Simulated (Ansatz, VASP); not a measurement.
Two plane-wave programs on PtS2

```
S Pt
1.0
     3.54153    0.00000    0.00000
    -1.77076    3.06705    0.00000
     0.00000    0.00000   22.46706
S Pt
4 2
Cartesian
  1.7708 1.0224 4.5000
  0.0000 2.0447 6.9835
  0.0000 2.0447 11.7235
  1.7708 1.0224 14.2071
  0.0000 0.0000 5.7418
  1.7708 3.0671 12.9653
```

Alike in both runs: task single point; functional PBE; dispersion D3(BJ); k mesh 9 × 9 × 1; occupations gaussian, width 0.05 eV; no spin polarisation.

|  | VASP | Ansatz |
| --- | --- | --- |
| version | VASP 6.6.1 | Ansatz 0.2.0 |
| potentials or method | VASP PAW PBE potentials, release 64 (S, Pt), cutoff 520 eV | scalar-relativistic, plane waves, PAW |
| valence electrons in the cell | 44 | 60 |

|  | VASP | Ansatz | Ansatz less VASP |
| --- | --- | --- | --- |
| gap on the k mesh at the Fermi level (eV) | 1.76 | 1.76 | -0.004 |
| least direct gap on the mesh (eV) | 1.83 | 1.83 | -0.004 |
| rms of the force components (eV/Å) | 0.016 | 0.015 | -0.0015 |

VASP's potentials hold 44 valence electrons a cell and Ansatz's 60, so a difference there can come from the potentials and not from the codes. Ansatz's warnings: xc potential rough in thin density.

Spin-orbit coupling is off throughout.
